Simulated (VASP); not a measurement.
# Bi in VASP: a series of runs, part 2 of 3

VASP 6.6.1.

### Step 3. Single point, PBE

This run uses another cell than the first one.

File INCAR:

```
SYSTEM = Bi
PREC = Accurate
ENCUT = 520
EDIFF = 1E-6
ISMEAR = 0
SIGMA = 0.02
LREAL = .FALSE.
LASPH = .TRUE.
NELM = 60
ALGO = Normal
ISIF = 2
LWAVE = .FALSE.
LCHARG = .FALSE.
LDIPOL = .TRUE.
IDIPOL = 3
DIPOL = 0.5 0.5 0.500
GGA = PE
NBANDS = 22
```

File KPOINTS:

```
regular mesh
0
G
  9 9 1
  0 0 0
```

File POSCAR:

```
Bi
1.0
    4.4890000000      0.0000000000      0.0000000000
   -2.2445000000      3.8875880376      0.0000000000
    0.0000000000      0.0000000000     28.0000000000
Bi
2
Direct
    0.3333333333      0.6666666667      0.5131964286
    0.6666666667      0.3333333333      0.4868035714
```

Potentials or basis: VASP PAW PBE potentials, release 64 (Bi_d).

The run is started by

```sh
cat potpaw_PBE.64/Bi_d/POTCAR > POTCAR
mpirun -np 1 vasp_std > vasp.out
```

OUTCAR:

```text
SYSTEM = Bi
   PREC = Accurate
   ENCUT = 520
   EDIFF = 1E-6
   ISMEAR = 0
   LREAL = .FALSE.
   LASPH = .TRUE.
   NELM = 60
   ISIF = 2
   GGA = PE

 ion  position               nearest neighbor table
   1  0.333  0.667  0.513-   2 2.70   2 2.70   2 2.70
   2  0.667  0.333  0.487-   1 2.70   1 2.70   1 2.70

  LATTYP: Found a hexagonal cell.
 ALAT       =     4.4890000000
 C/A-ratio  =     6.2374693696

  Lattice vectors:

 A1 = (   4.4890000000,   0.0000000000,   0.0000000000)
 A2 = (  -2.2445000000,   3.8875880376,   0.0000000000)
 A3 = (   0.0000000000,   0.0000000000,  28.0000000000)

Analysis of symmetry for initial positions (statically):
=====================================================================
 Subroutine PRICEL returns:
 Original cell was already a primitive cell.

 Routine SETGRP: Setting up the symmetry group for a
 hexagonal supercell.

 Subroutine GETGRP returns: Found 12 space group operations
 (whereof 12 operations were pure point group operations)
 out of a pool of 24 trial point group operations.

The static configuration has the point symmetry D_3d.

Analysis of symmetry for dynamics (positions and initial velocities):
=====================================================================
 Subroutine PRICEL returns:
 Original cell was already a primitive cell.

 Routine SETGRP: Setting up the symmetry group for a
 hexagonal supercell.

 Subroutine GETGRP returns: Found 12 space group operations
 (whereof 12 operations were pure point group operations)
 out of a pool of 24 trial point group operations.

The dynamic configuration has the point symmetry D_3d.

[... 101 lines left out ...]
   EFERMI_NEDOS =   21; number of points for ismear=-14 and -15
   IALGO  =     38    algorithm
   IMIX   =      4    mixing-type and parameters
     AMIX     =   0.40;   BMIX     =  1.00
     AMIX_MAG =   1.60;   BMIX_MAG =  1.00
  volume/ion in A,a.u.               =     244.32      1648.75
  Fermi-wavevector in a.u.,A,eV,Ry     =   0.645832  1.220445  5.674969  0.417098
  Thomas-Fermi vector in A             =   1.713616
   LORBIT       =      0    0 simple, 1 ext, 2 COOP (PROOUT), +10 PAW based schemes
   GGA     = PE    functional components
   LHFCALC =     F    Hartree Fock is set to
   AEXX    =    0.0000 exact exchange contribution
   IVDW    =     0    specifies the selected vdW correction
   LEPSILON=     F    determine dielectric tensor
   LRPA    =     F    only Hartree local field effects (RPA)
 non-spin polarized calculation
 Gauss-broadening in eV      SIGMA  =   0.02
  energy-cutoff  :      520.00
  volume of cell :      488.64
 maximum number of plane-waves:     13239
 NGX is ok and might be reduce to    36
   NGX = 17   NGY = 17   NGZ =105

 dipolmoment           0.000000      0.000000      0.000000 electrons x Angstroem

 number of electron      30.0000001 magnetization

 dipolmoment           0.000000      0.000000     -0.000000 electrons x Angstroem

 Free energy of the ion-electron system (eV)
  ---------------------------------------------------
  ext. energy  EPLUGINS =         0.00000000
  ---------------------------------------------------
  free energy    TOTEN  =        -5.33832603 eV

  energy without entropy =       -5.33665435  energy(sigma->0) =       -5.33749019

 E-fermi :  -2.4823     XC(G=0):  -1.7611

 val. band max:       -2.6507493947   @ k =   0.4444  -0.0000   0.0000
 cond. band min:      -2.4822818633   @ k =   0.2222   0.1111   0.0000
 fundamental gap:      0.1684675313
 Fermi energy:        -2.4822818634

 k-point     1 :       0.0000    0.0000    0.0000
  band No.  band energies     occupation
      1     -26.0346      2.00000
      2     -26.0346      2.00000
      3     -25.8032      2.00000
      4     -25.8032      2.00000
      5     -25.6545      2.00000
      6     -25.4092      2.00000
[... 289 lines left out ...]
     21       3.0759      0.00000
     22       4.2251      0.00000

------------------------ aborting loop because EDIFF is reached ----------------------------------------

 vacuum level on the upper side and lower side of the slab       (xc-potential included)        -0.006        -0.006

  FORCE on cell =-STRESS in cart. coord.  units (eV):
  Direction    XX          YY          ZZ          XY          YZ          ZX
  --------------------------------------------------------------------------------------
  -------------------------------------------------------------------------------------
  Total       11.4595435     11.4595435      2.1927891     -0.0000000      0.0000000      0.0000000
  in kB       37.5742246     37.5742246      7.1898456     -0.0000000      0.0000000      0.0000000
  external PRESSURE =      27.4460983 kB  Pullay stress =       0.0000000 kB

 VOLUME and BASIS-vectors are now :
 -----------------------------------------------------------------------------
  energy-cutoff  :      520.00
  volume of cell :      488.64
      direct lattice vectors                 reciprocal lattice vectors
     4.489000000  0.000000000  0.000000000     0.222766763  0.128614451  0.000000000
    -2.244500000  3.887588038  0.000000000     0.000000000  0.257228901  0.000000000
     0.000000000  0.000000000 28.000000000     0.000000000  0.000000000  0.035714286

 POSITION                                       TOTAL-FORCE (eV/Angst)
 -----------------------------------------------------------------------------------
     -0.00000      2.59173     14.36950        -0.000000      0.000000      3.012519
      2.24450      1.29586     13.63050         0.000000     -0.000000     -3.012519
 -----------------------------------------------------------------------------------
    total drift:                               -0.000000      0.000000     -0.000000

  FREE ENERGIE OF THE ION-ELECTRON SYSTEM (eV)
  ---------------------------------------------------
  free  energy   TOTEN  =        -5.3383260277 eV

  energy  without entropy=       -5.3366543548  energy(sigma->0) =       -5.33749019

 vacuum level on the upper side and lower side of the slab         1.522         1.522
```

OSZICAR:

```text
N       E                     dE             d eps       ncg     rms          rms(c)
DAV:   1     0.211851425187E+03    0.21185E+03   -0.13292E+04   752   0.973E+02
DAV:   2     0.107192679667E+02   -0.20113E+03   -0.19677E+03   604   0.273E+02
DAV:   3    -0.484306447589E+01   -0.15562E+02   -0.15447E+02   642   0.962E+01
[... 11 lines left out ...]
DAV:  15    -0.533828432403E+01   -0.34871E-04   -0.14607E-06   514   0.579E-03    0.680E-04
DAV:  16    -0.533830974009E+01   -0.25416E-04   -0.12533E-06   480   0.259E-03    0.519E-04
DAV:  17    -0.533831929502E+01   -0.95549E-05   -0.25390E-07   470   0.180E-03    0.229E-04
DAV:  18    -0.533832506611E+01   -0.57711E-05   -0.22485E-07   446   0.161E-03    0.179E-04
DAV:  19    -0.533832602768E+01   -0.96157E-06   -0.69236E-09   462   0.571E-04
   1 F= -.53383260E+01 E0= -.53374902E+01  d E =-.167167E-02
```

stdout:

```text
POSCAR found type information on POSCAR Bi
 POSCAR found :  1 types and       2 ions
 scaLAPACK will be used
 LDA part: xc-table for (Slater+PW92), standard interpolation
 POSCAR, INCAR and KPOINTS ok, starting setup
 FFT: planning ... GRIDC
 FFT: planning ... GRID_SOFT
 FFT: planning ... GRID
 WAVECAR not read
 entering main loop
```

Wall time 1.8 min (1 thread of AMD EPYC 9R45 (Zen 5), shared host); peak memory 0.53 GiB.

What came out:

```
Free energy            : -5.3383 eV
Largest force          : 3.013 eV/Å
Band gap on the k mesh : zero (bands 15 and 16 overlap by 0.17 eV)
```

Forces on the atoms (eV/Å):
```
Bi   0.000  0.000  3.013
Bi   0.000  0.000 -3.013
```

Caveat: spin-orbit coupling is left out, which moves the levels of the heavy elements.

### Step 4. Single point, PBE

This run uses another cell than the first one.

File INCAR:

```
SYSTEM = Bi
  ALGO = Normal
  DIPOL = 0.5 0.5 0.500
  EDIFF = 1E-7
  ENCUT = 520
  GGA = PE
  IDIPOL = 3
  ISIF = 2
  ISMEAR = 0
  LASPH = .True.
  LCHARG = .True.
  LDIPOL = .True.
  LELF = .True.
  LREAL = .False.
  LVACPOTAV = .True.
  LVHAR = .True.
  LWAVE = .False.
  NBANDS = 22
  NELM = 100
  PREC = Accurate
  SIGMA = 0.02
```

File KPOINTS:

```
k-points
0
Gamma
  9 9 1
  0 0 0
```

File POSCAR:

```
Bi
1.0
    4.4890000000      0.0000000000      0.0000000000
   -2.2445000000      3.8875880376      0.0000000000
    0.0000000000      0.0000000000     28.0000000000
Bi
2
Direct
    0.3333333333      0.6666666667      0.5066071429
    0.6666666667      0.3333333333      0.4933928571
```

The run is started by

```sh
cat potpaw_PBE.64/Bi_d/POTCAR > POTCAR
mpirun -np 1 vasp_std > vasp.out
```

Run time: 2.6 min. Hardware: 1 thread of AMD EPYC 9R45 (Zen 5), shared host; peak memory 0.55 GiB.

It converged, with:

| Quantity | Value |
| --- | --- |
| Free energy | -4.4309 eV |
| Largest force | 1.482 eV/Å |
| Band gap on the k mesh | zero (bands 15 and 16 overlap by 0.39 eV) |
| Work function of the upper face | 4.09 eV |
| Work function of the lower face | 4.09 eV |

Forces in eV/Å, atoms in the order of the input:
```
Bi   0.000  0.000  1.482
Bi   0.000  0.000 -1.482
```

Levels at points of the mesh, in eV from the Fermi level:
```tsv
k point	band 11	band 12	band 13	band 14	band 15	band 16	band 17	band 18	band 19	band 20
(0.00, 0.00, 0.00)	-14.32	-6.09	-3.07	-2.40	-2.40	2.22	2.38	2.38	3.78	3.84
```

Caveat: spin-orbit coupling is left out, which moves the levels of the heavy elements.

[end of part 2 of 3]

The gap in the log of VASP goes by the Fermi energy; the results here count the filled bands.